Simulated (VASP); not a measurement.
The system is Be.

```xyz
6
Lattice="0.0000 3.0195 3.0195 3.0195 0.0000 3.0195 3.0195 3.0195 0.0000" Properties=species:S:1:pos:R:3 pbc="T T T"
Be    1.5098    1.5098    1.5098
Be    3.0195    3.0195    3.0195
Be    5.2412    5.2412    5.2412
Be    3.8173    3.8173    5.2412
Be    3.8173    5.2412    3.8173
Be    5.2412    3.8173    3.8173
```

The cell was generated, and may not be a known phase.

```yaml
Program: VASP 6.6.1
Task: relaxation of cell and atoms
Functional: PBE
Potentials_or_basis: VASP PAW PBE potentials, release 64 (Be)
Cutoff: 600 eV
k_mesh: 6 × 6 × 6
Occupations: gaussian, width 0.1 eV
Spin: no spin polarisation
```

At the start: pressure -10.0 GPa; volume 9.18 Å³/atom.

Problem. Where does the relaxation end?

Solution. Over 4 steps the energy falls by 85.0 meV/atom and the volume is 8.17 Å³/atom (-10.9 %); space group F-43m (No. 216, to 0.1 Å) before, Fd-3m (No. 227, to 0.1 Å).

The path:
| step | energy change (eV) | largest force (eV/Å) | pressure (GPa) | volume (Å³) |
| --- | --- | --- | --- | --- |
| 1 | 0.0000 | 1.8679 | -9.96 | 55.06 |
| 2 | -0.4764 | 0.4599 | -3.66 | 50.64 |
| 3 | -0.4782 | 0.2999 | -4.22 | 50.89 |
| 4 | -0.5102 | 0.0388 | -0.11 | 49.03 |

Final structure:
```
CELL_PARAMETERS angstrom
0.00000 2.90503 2.90503
2.90503 0.00000 2.90503
2.90503 2.90503 0.00000
ATOMIC_POSITIONS crystal
Be 0.25000 0.25000 0.25000
Be 0.50000 0.50000 0.50000
Be 0.87512 0.87512 0.87512
Be 0.87512 0.87512 0.37464
Be 0.87512 0.37464 0.87512
Be 0.37464 0.87512 0.87512
```
